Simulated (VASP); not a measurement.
MoS2: relaxation of cell and atoms with PBE+D3(BJ)

Crystal: MoS2.

```
CELL_PARAMETERS angstrom
3.04037 0.00000 0.00000
-1.52018 2.63303 0.00000
0.00000 0.00000 6.24417
ATOMIC_POSITIONS crystal
Mo 0.00000 0.00000 0.00000
S 0.33333 0.66667 0.24497
S 0.33333 0.66667 0.75503
```

```json
{"Program": "VASP 6.6.1", "Task": "relaxation of cell and atoms", "Functional": "PBE", "Dispersion": "D3(BJ)", "Potentials or basis": "VASP PAW PBE potentials, release 64 (Mo_sv, S)", "Cutoff": "600 eV", "k mesh": "12 × 12 × 4", "Occupations": "gaussian, width 0.02 eV", "Spin": "no spin polarisation", "Target pressure": "8 GPa", "Dipole correction": "no", "Further INCAR settings": "ALGO = Normal; EDIFF = 1e-07; IBRION = 2; EDIFFG = -0.008; NSW = 70; ISIF = 3"}
```

```yaml
Relaxed_volume: 17.01 Å³/atom
Relaxed_cell: a = 3.079 Å, b = 3.079 Å, c = 6.215 Å, α = 90.00°, β = 90.00°, γ = 120.00°
Space_group_after_relaxing_to_0.1_Å: P-6m2 (No. 187)
Energy_change_on_relaxing_the_run_minimises_the_enthalpy: -48.4 meV/atom
Ionic_steps: 13
Pressure_after_relaxing: 8.0 GPa
Band_gap_on_the_k_mesh: 0.81 eV (least direct gap 1.83 eV)
Dispersion_energy_per_atom: -0.445 eV
```

Stress tensor (GPa, compression positive):
```
7.99 0.00 0.00
0.00 7.99 0.00
0.00 0.00 8.07
```

Step by step:
```csv
step,energy change (eV),largest force (eV/Å),pressure (GPa),volume (Å³)
1,0.0000,1.3817,17.47,49.99
2,0.0218,2.1432,-10.71,57.45
3,-0.1838,0.1102,7.06,52.02
4,-0.1788,0.1671,7.53,51.91
5,-0.1768,0.1883,7.70,51.87
6,-0.1715,0.1712,7.79,51.66
7,-0.1590,0.1389,7.97,51.34
8,-0.1555,0.1303,8.02,51.26
9,-0.1502,0.1371,7.14,51.15
10,-0.1534,0.0202,7.52,51.20
11,-0.1312,0.0297,8.78,50.76
12,-0.1449,0.0004,8.02,51.02
13,-0.1451,0.0007,8.02,51.03
```

Final structure:
```
Mo S
1.0
     3.07914    0.00000    0.00000
    -1.53957    2.66661    0.00000
     0.00000    0.00000    6.21472
Mo S
1 2
Direct
  0.00000 0.00000 0.00000
  0.33333 0.66667 0.25291
  0.33333 0.66667 0.74709
```

Levels at points of the mesh, in eV from the valence-band top:
```
           k point  band 11  band 12  band 13  band 14  band 15  band 16
(0.00, 0.00, 0.00)    -1.96    -1.57    -1.31     2.48     2.48     2.48
(0.50, 0.00, 0.00)    -1.96    -1.77    -1.52     1.99     2.17     3.96
(0.00, 0.00, 0.50)    -2.01    -2.01     0.00     2.30     2.30     2.74
(0.50, 0.00, 0.50)    -3.65    -1.32    -0.86     2.03     2.63     2.87
```

Wall time 15 min on 1 thread of Intel Xeon 8259CL, on a shared host, peak memory 0.23 GiB.

Caveat: the cell is relaxed towards a set pressure, so the run minimises the enthalpy, not the energy. A k mesh can miss the band edges.
